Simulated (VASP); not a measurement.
# ZnO (P6_3mc) in VASP: notebook

Runs on ZnO. Level: PBE. Tasks: single point.

Everything below comes from runs of VASP 6.6.1. Logs are shortened: lines on timing, memory, paths and dates and some standing lists are left out, and cuts for length are marked.

## 1. The cell of the first run

Symmetry: P6_3mc, No. 186, hexagonal system. The conventional cell has a = 3.411 Å, b = 3.411 Å, c = 4.870 Å, α = 90.00°, β = 90.00°, γ = 120.00°. Within 2.4 Å of Zn (site symmetry 3m) lie 4 O at 1.85 to 2.06 Å. O (site symmetry 3m) has 4 Zn at 1.85 to 2.06 Å within 2.4 Å.

## 2. Single point, PBE (strain +0.040 along x and y, -0.080 along z)

INCAR

```
  ALGO = Normal
  EDIFF = 1E-6
  ENCUT = 520
  GGA = PE
  ISIF = 2
  ISMEAR = 0
  LASPH = True
  LCHARG = True
  LELF = True
  LREAL = False
  LVHAR = True
  LWAVE = False
  NBANDS = 26
  NELM = 100
  PREC = Accurate
  SIGMA = 0.05
```

KPOINTS

```
k-points
0
Gamma
  12 12 6
```

POSCAR

```
ZnO
1.0
    3.4106543340      0.0000000000      0.0000000000
   -1.7053271670      2.9537132968      0.0000000000
    0.0000000000      0.0000000000      4.8696800256
Zn O
2 2
Direct
    0.3333333333      0.6666666667      0.0015026881
    0.6666666667      0.3333333333      0.5015026881
    0.3333333333      0.6666666667      0.3805973119
    0.6666666667      0.3333333333      0.8805973119
```

Potentials or basis: VASP PAW PBE potentials, release 64 (Zn, O).

Command:

```
$ cat potpaw_PBE.64/Zn/POTCAR potpaw_PBE.64/O/POTCAR > POTCAR
$ mpirun -np 1 vasp_std > vasp.out
```

OUTCAR:

```text
EDIFF = 1E-6
   ENCUT = 520
   GGA = PE
   ISIF = 2
   ISMEAR = 0
   LASPH = True
   LREAL = False
   NELM = 100
   PREC = Accurate

 ion  position               nearest neighbor table
   1  0.333  0.667  0.002-   3 1.85   4 2.06   4 2.06   4 2.06
   2  0.667  0.333  0.502-   4 1.85   3 2.06   3 2.06   3 2.06
   3  0.333  0.667  0.381-   1 1.85   2 2.06   2 2.06   2 2.06
   4  0.667  0.333  0.881-   2 1.85   1 2.06   1 2.06   1 2.06

  LATTYP: Found a hexagonal cell.
 ALAT       =     3.4106543340
 C/A-ratio  =     1.4277846855

  Lattice vectors:

 A1 = (   3.4106543340,   0.0000000000,   0.0000000000)
 A2 = (  -1.7053271670,   2.9537132968,   0.0000000000)
 A3 = (   0.0000000000,   0.0000000000,   4.8696800256)

Analysis of symmetry for initial positions (statically):
=====================================================================
 Subroutine PRICEL returns:
 Original cell was already a primitive cell.

 Routine SETGRP: Setting up the symmetry group for a
 hexagonal supercell.

 Subroutine GETGRP returns: Found 12 space group operations
 (whereof  6 operations were pure point group operations)
 out of a pool of 24 trial point group operations.

The static configuration has the point symmetry C_3v.
 The point group associated with its full space group is C_6v.

Analysis of symmetry for dynamics (positions and initial velocities):
=====================================================================
 Subroutine PRICEL returns:
 Original cell was already a primitive cell.

 Routine SETGRP: Setting up the symmetry group for a
 hexagonal supercell.

 Subroutine GETGRP returns: Found 12 space group operations
 (whereof  6 operations were pure point group operations)
 out of a pool of 24 trial point group operations.

The dynamic configuration has the point symmetry C_3v.
 The point group associated with its full space group is C_6v.

 Subroutine INISYM returns: Found 12 space group operations
 (whereof  6 operations are pure point group operations),
 and found     1 'primitive' translations

----------------------------------------------------------------------------------------

                                     Primitive cell

  volume of cell :      49.0576

  direct lattice vectors                    reciprocal lattice vectors
     3.410654334  0.000000000  0.000000000     0.293198871  0.169278447  0.000000000
    -1.705327167  2.953713297  0.000000000     0.000000000  0.338556894  0.000000000
     0.000000000  0.000000000  4.869680026     0.000000000  0.000000000  0.205352301

  length of vectors
     3.410654334  3.410654334  4.869680026     0.338556894  0.338556894  0.205352301

  position of ions in fractional coordinates (direct lattice)
     0.333333333  0.666666667  0.001502688
     0.666666667  0.333333333  0.501502688
     0.333333333  0.666666667  0.380597312
     0.666666667  0.333333333  0.880597312

  ion indices of the primitive-cell ions
   primitive index   ion index
                 1           1
                 2           2
                 3           3
                 4           4

----------------------------------------------------------------------------------------

 KPOINTS: k-points

Automatic generation of k-mesh.
 Grid dimensions read from file:
 generate k-points for:   12   12    6

 Generating k-lattice:

  Cartesian coordinates                     Fractional coordinates (reciprocal lattice)
     0.024433239  0.014106537  0.000000000     0.083333333  0.000000000  0.000000000
     0.000000000  0.028213075  0.000000000     0.000000000  0.083333333  0.000000000
     0.000000000  0.000000000  0.034225384     0.000000000  0.000000000  0.166666667

  Length of vectors
     0.028213075  0.028213075  0.034225384

  Shift w.r.t. Gamma in fractional coordinates (k-lattice)
     0.000000000  0.000000000  0.000000000

 Subroutine IBZKPT returns following result:
 ===========================================

 Found     76 irreducible k-points:

 Following reciprocal coordinates:
            Coordinates               Weight
  0.000000  0.000000  0.000000      1.000000
  0.083333 -0.000000  0.000000      6.000000
  0.166667 -0.000000  0.000000      6.000000
  0.250000 -0.000000  0.000000      6.000000
  0.333333  0.000000  0.000000      6.000000
  0.416667 -0.000000  0.000000      6.000000
[... 16 lines left out ...]
  0.250000 -0.000000  0.166667     12.000000
  0.333333  0.000000  0.166667     12.000000
 [... further k-points ...]
   k-points           NKPTS =     76   k-points in BZ     NKDIM =     76   number of bands    NBANDS=     26
   number of dos      NEDOS =    301   number of ions     NIONS =      4
   total plane-waves  NPLWV =  28224
   dimension x,y,z NGX =    28 NGY =   28 NGZ =   36
   dimension x,y,z NGXF=    56 NGYF=   56 NGZF=   72
   ions per type =               2   2
   NGX,Y,Z   is equivalent  to a cutoff of  13.65, 13.65, 12.29 a.u.
   NGXF,Y,Z  is equivalent  to a cutoff of  27.30, 27.30, 24.58 a.u.
 SYSTEM =  unknown system
   PREC   = accura    normal or accurate (medium, high low for compatibility)
   ISTART =      0    job   : 0-new  1-cont  2-samecut
   ICHARG =      2    charge: 1-file 2-atom 10-const
   ISPIN  =      1    spin polarized calculation?
   LNONCOLLINEAR =      F non collinear calculations
   LSORBIT =      F    spin-orbit coupling
   LASPH  =      T    aspherical Exc in radial PAW
   ENCUT  =  520.0 eV  38.22 Ry    6.18 a.u.   6.34  6.34  9.05*2*pi/ulx,y,z
   NELM   =    100;   NELMIN=  2; NELMDL= -5     # of ELM steps
   EDIFF  = 0.1E-05   stopping-criterion for ELM
   LREAL  =      F    real-space projection
   EDIFFG = 0.1E-04   stopping-criterion for IOM
   NSW    =      0    number of steps for IOM
   IBRION =     -1    ionic relax: 0-MD 1-quasi-New 2-CG
   NFREE  =      0    steps in history (QN), initial steepest desc. (CG)
   ISIF   =      2    stress and relaxation
   ISYM   =      2    0-nonsym 1-usesym 2-fastsym
   POTIM  = 0.5000    time-step for ionic-motion
   TEBEG  =    0.0;   TEEND  =   0.0 temperature during run
   PSTRESS=    0.0 pullay stress
   NELECT =      36.0000    total number of electrons
   NUPDOWN=      -1.0000    fix difference up-down
   EMIN   =  10.00;   EMAX   =-10.00  energy-range for DOS
   EFERMI =   0.00;   METHOD = LEGACY
   ISMEAR =     0;   SIGMA  =   0.05  broadening in eV -4-tet -1-fermi 0-gaus
   EFERMI_NEDOS =   21; number of points for ismear=-14 and -15
   IALGO  =     38    algorithm
   IMIX   =      4    mixing-type and parameters
     AMIX     =   0.40;   BMIX     =  1.00
     AMIX_MAG =   1.60;   BMIX_MAG =  1.00
  volume/ion in A,a.u.               =      12.26        82.76
  Fermi-wavevector in a.u.,A,eV,Ry     =   1.476636  2.790438 29.666884  2.180454
  Thomas-Fermi vector in A             =   2.591139
   LORBIT       =      0    0 simple, 1 ext, 2 COOP (PROOUT), +10 PAW based schemes
   GGA     = PE    functional components
   LHFCALC =     F    Hartree Fock is set to
   AEXX    =    0.0000 exact exchange contribution
   IVDW    =     0    specifies the selected vdW correction
   LEPSILON=     F    determine dielectric tensor
   LRPA    =     F    only Hartree local field effects (RPA)
 non-spin polarized calculation
 Gauss-broadening in eV      SIGMA  =   0.05
  energy-cutoff  :      520.00
  volume of cell :       49.06
 maximum number of plane-waves:      1340
 NGX is ok and might be reduce to    28
   NGX = 13   NGY = 13   NGZ = 19

 number of electron      36.0000021 magnetization

 Free energy of the ion-electron system (eV)
  ---------------------------------------------------
  ext. energy  EPLUGINS =         0.00000000
  ---------------------------------------------------
  free energy    TOTEN  =       -17.50313382 eV

  energy without entropy =      -17.50313382  energy(sigma->0) =      -17.50313382

 E-fermi :   1.1878     XC(G=0): -10.7371

 val. band max:        0.9546473613   @ k =   0.0000   0.0000   0.0000
 cond. band min:       1.6899587934   @ k =   0.0000   0.0000   0.0000
 fundamental gap:      0.7353114321
 Fermi energy:         1.1877928591

 k-point     1 :       0.0000    0.0000    0.0000
  band No.  band energies     occupation
      1     -16.9694      2.00000
      2     -16.1160      2.00000
      3      -4.6221      2.00000
      4      -4.5881      2.00000
      5      -4.5881      2.00000
      6      -4.3377      2.00000
[... 18 lines left out ...]
     25      14.1588      0.00000
     26      16.3332      0.00000

 k-point     2 :       0.0833   -0.0000    0.0000
  band No.  band energies     occupation
      1     -16.9376      2.00000
      2     -16.1094      2.00000
      3      -4.6671      2.00000
      4      -4.5723      2.00000
      5      -4.5553      2.00000
      6      -4.3669      2.00000
[... 18 lines left out ...]
     25      14.2548      0.00000
     26      16.4451      0.00000

 k-point     3 :       0.1667   -0.0000    0.0000
  band No.  band energies     occupation
      1     -16.8479      2.00000
      2     -16.0931      2.00000
      3      -4.7455      2.00000
      4      -4.5321      2.00000
      5      -4.5071      2.00000
      6      -4.4016      2.00000
[... 18 lines left out ...]
     25      14.4308      0.00000
     26      15.4263      0.00000

 k-point     4 :       0.2500   -0.0000    0.0000
  band No.  band energies     occupation
      1     -16.7158      2.00000
      2     -16.0775      2.00000
      3      -4.8217      2.00000
      4      -4.4857      2.00000
      5      -4.4726      2.00000
      6      -4.3968      2.00000
[... 18 lines left out ...]
     25      14.3237      0.00000
     26      14.4359      0.00000
[... 496 lines left out ...]
      1     -16.7968      2.00000
      2     -16.1423      2.00000
      3      -4.8020      2.00000
      4      -4.5816      2.00000
      5      -4.5272      2.00000
      6      -4.5036      2.00000
[... 18 lines left out ...]
     25      14.1388      0.00000
     26      15.1045      0.00000

 k-point    23 :       0.2500   -0.0000    0.1667
  band No.  band energies     occupation
      1     -16.6711      2.00000
      2     -16.1174      2.00000
      3      -4.8780      2.00000
      4      -4.6012      2.00000
      5      -4.4749      2.00000
      6      -4.4418      2.00000
[... 18 lines left out ...]
     25      14.2024      0.00000
     26      14.2973      0.00000

 k-point    24 :       0.3333    0.0000    0.1667
  band No.  band energies     occupation
      1     -16.5307      2.00000
      2     -16.1042      2.00000
      3      -4.9195      2.00000
      4      -4.6243      2.00000
      5      -4.4328      2.00000
      6      -4.3622      2.00000
[... 18 lines left out ...]
     25      13.6478      0.00000
     26      14.1460      0.00000

 [... further k-points ...]

------------------------ aborting loop because EDIFF is reached ----------------------------------------

  FORCE on cell =-STRESS in cart. coord.  units (eV):
  Direction    XX          YY          ZZ          XY          YZ          ZX
  --------------------------------------------------------------------------------------
  -------------------------------------------------------------------------------------
  Total       -1.6012220     -1.6012220      7.5079590      0.0000000     -0.0000000      0.0000000
  in kB      -52.2944589    -52.2944589    245.2031279      0.0000000     -0.0000000      0.0000000
  external PRESSURE =      46.8714033 kB  Pullay stress =       0.0000000 kB

 VOLUME and BASIS-vectors are now :
 -----------------------------------------------------------------------------
  energy-cutoff  :      520.00
  volume of cell :       49.06
      direct lattice vectors                 reciprocal lattice vectors
     3.410654334  0.000000000  0.000000000     0.293198871  0.169278447  0.000000000
    -1.705327167  2.953713297  0.000000000     0.000000000  0.338556894  0.000000000
     0.000000000  0.000000000  4.869680026     0.000000000  0.000000000  0.205352301

 POSITION                                       TOTAL-FORCE (eV/Angst)
 -----------------------------------------------------------------------------------
     -0.00000      1.96914      0.00732        -0.000000      0.000000     -1.576024
      1.70533      0.98457      2.44216        -0.000000     -0.000000     -1.576024
     -0.00000      1.96914      1.85339         0.000000      0.000000      1.576024
      1.70533      0.98457      4.28823         0.000000      0.000000      1.576024
 -----------------------------------------------------------------------------------
    total drift:                               -0.000001     -0.000001      0.001546

  FREE ENERGIE OF THE ION-ELECTRON SYSTEM (eV)
  ---------------------------------------------------
  free  energy   TOTEN  =       -17.5031338192 eV

  energy  without entropy=      -17.5031338192  energy(sigma->0) =      -17.50313382
```

It took 68 s on 1 thread of Intel Xeon Platinum 8259CL at 2.50GHz (Skylake/Cascade Lake), shared host; peak memory 0.22 GiB.

What came out:

| Item | Value |
| --- | --- |
| Free energy | -17.5031 eV |
| Pressure | 4.7 GPa |
| Largest force | 1.576 eV/Å |
| Band gap on the k mesh | 0.74 eV |

Forces in eV/Å, atoms in the order of the input:
```
Zn   0.000  0.000 -1.576
Zn   0.000  0.000 -1.576
O    0.000  0.000  1.576
O    0.000  0.000  1.576
```

Levels at points of the mesh, in eV from the valence-band top:
```
           k point  band 14  band 15  band 16  band 17  band 18  band 19  band 20  band 21  band 22  band 23
(0.00, 0.00, 0.00)    -1.18    -1.18    -0.11    -0.11     0.00     0.74     4.76     9.23    11.74    11.74
(0.50, 0.00, 0.00)    -3.21    -2.72    -2.58    -1.18    -0.71     5.42     6.57     7.60     8.32    11.64
(0.00, 0.00, 0.50)    -1.99    -0.62    -0.62    -0.62    -0.62     3.51     3.51    10.96    10.96    11.98
(0.50, 0.00, 0.50)    -3.57    -1.55    -1.55    -0.96    -0.96     5.75     5.75     7.99     7.99    11.71
```

Caveat: the cell differs from its parent crystal (strain +0.040 along x and y, -0.080 along z); the stress differs along the axes, from -5 to 25 GPa; semilocal functionals underestimate gaps, and a narrow one can read as zero; forces of over 1 eV/Å act on the atoms, so gaps and moduli don't describe the material at rest.

## 3. Single point, PBE (strain +0.040 along x and y, -0.040 along z)

INCAR

```
SYSTEM = ZnO
PREC = Accurate
ENCUT = 520
EDIFF = 1E-6
ISMEAR = 0
SIGMA = 0.05
LREAL = .False.
LASPH = .True.
NELM = 80
ALGO = Normal
ISIF = 2
LWAVE = .False.
LCHARG = .False.
GGA = PE
NBANDS = 26
```

KPOINTS

```
regular mesh
0
Gamma
  12 12 6
  0 0 0
```

Changes to POSCAR since step 2:

```diff
@@ -4,3 +4,3 @@
    -1.7053271670      2.9537132968      0.0000000000
-    0.0000000000      0.0000000000      4.8696800256
+    0.0000000000      0.0000000000      5.0814052441
 Zn O
```

Potentials or basis: VASP PAW PBE potentials, release 64 (Zn, O).

Command:

```
$ cat potpaw_PBE.64/Zn/POTCAR potpaw_PBE.64/O/POTCAR > POTCAR
$ mpirun -np 1 vasp_std > vasp.out
```

Wall time 74 s (1 thread of Intel Xeon Platinum 8259CL at 2.50GHz (Skylake/Cascade Lake), shared host); peak memory 0.22 GiB.

The run converged. Its results:

```yaml
Free_energy: -17.7144 eV
Pressure: -2.6 GPa
Largest_force: 0.694 eV/Å
Band_gap_on_the_k_mesh: 0.68 eV
```

Forces on the atoms (eV/Å):
```
Zn   0.000  0.000 -0.694
Zn   0.000  0.000 -0.694
O    0.000  0.000  0.694
O    0.000  0.000  0.694
```

Stress tensor (GPa, compression positive):
```
-7.82  0.00  0.00
 0.00 -7.82  0.00
 0.00  0.00  7.93
```

Levels at points of the mesh, in eV from the valence-band top:
| k point | band 16 | band 17 | band 18 | band 19 | band 20 | band 21 |
| --- | --- | --- | --- | --- | --- | --- |
| (0.00, 0.00, 0.00) | -0.07 | -0.07 | 0.00 | 0.68 | 4.74 | 8.66 |
| (0.50, 0.00, 0.00) | -2.28 | -1.14 | -0.69 | 5.33 | 6.63 | 7.59 |
| (0.00, 0.00, 0.50) | -0.50 | -0.50 | -0.50 | 3.36 | 3.36 | 10.38 |
| (0.50, 0.00, 0.50) | -1.42 | -1.03 | -1.03 | 5.64 | 5.64 | 7.87 |

Caveat: the cell differs from its parent crystal (strain +0.040 along x and y, -0.040 along z); the stress differs along the axes, from -8 to 8 GPa; semilocal functionals underestimate gaps, and a narrow one can read as zero.

## 4. Single point, PBE (strain +0.000 along x and y, +0.040 along z)

INCAR

```
PREC = Accurate
ENCUT = 520
EDIFF = 1E-6
ISMEAR = 0
SIGMA = 0.05
LREAL = F
LASPH = T
NELM = 60
ALGO = Normal
ISIF = 2
LWAVE = F
LCHARG = T
GGA = PE
LELF = T
LVHAR = T
NBANDS = 26
```

KPOINTS

```
Automatic mesh
0
Gamma
  12 12 6
```

POSCAR

```
ZnO
1.0
    3.2794753211      0.0000000000      0.0000000000
   -1.6397376605      2.8401089392      0.0000000000
    0.0000000000      0.0000000000      5.5048556811
Zn O
2 2
Direct
    0.3333333333      0.6666666667      0.0015026881
    0.6666666667      0.3333333333      0.5015026881
    0.3333333333      0.6666666667      0.3805973119
    0.6666666667      0.3333333333      0.8805973119
```

Command:

```
$ cat potpaw_PBE.64/Zn/POTCAR potpaw_PBE.64/O/POTCAR > POTCAR
$ mpirun -np 1 vasp_std > vasp.out
```

Wall time 58 s (1 thread of Intel Xeon Platinum 8259CL at 2.50GHz (Skylake/Cascade Lake), shared host); peak memory 0.21 GiB.

Results (log left out):

```
Free energy            : -17.8154 eV
Pressure               : -3.6 GPa
Largest force          : 0.192 eV/Å
Band gap on the k mesh : 0.61 eV
```

Forces on the atoms (eV/Å):
```
Zn   0.000  0.000  0.192
Zn   0.000  0.000  0.192
O    0.000  0.000 -0.192
O    0.000  0.000 -0.192
```

Stress tensor (GPa, compression positive):
```
-1.35  0.00  0.00
 0.00 -1.35  0.00
 0.00  0.00 -8.01
```

Levels at points of the mesh, in eV from the valence-band top:
| k point | band 14 | band 15 | band 16 | band 17 | band 18 | band 19 | band 20 | band 21 | band 22 | band 23 |
| --- | --- | --- | --- | --- | --- | --- | --- | --- | --- | --- |
| (0.00, 0.00, 0.00) | -0.62 | -0.62 | -0.17 | 0.00 | 0.00 | 0.61 | 5.01 | 7.58 | 12.78 | 12.83 |
| (0.50, 0.00, 0.00) | -3.42 | -2.62 | -1.93 | -1.23 | -0.80 | 5.46 | 6.77 | 7.20 | 8.12 | 9.90 |
| (0.00, 0.00, 0.50) | -2.32 | -0.31 | -0.31 | -0.31 | -0.31 | 3.18 | 3.18 | 9.45 | 9.45 | 13.11 |
| (0.50, 0.00, 0.50) | -3.70 | -1.38 | -1.38 | -1.34 | -1.34 | 5.47 | 5.47 | 8.01 | 8.01 | 10.89 |

Caveat: the cell differs from its parent crystal (strain +0.000 along x and y, +0.040 along z); the stress differs along the axes, from -8 to -1 GPa; semilocal functionals underestimate gaps, and a narrow one can read as zero.

[end of part 1 of 2]
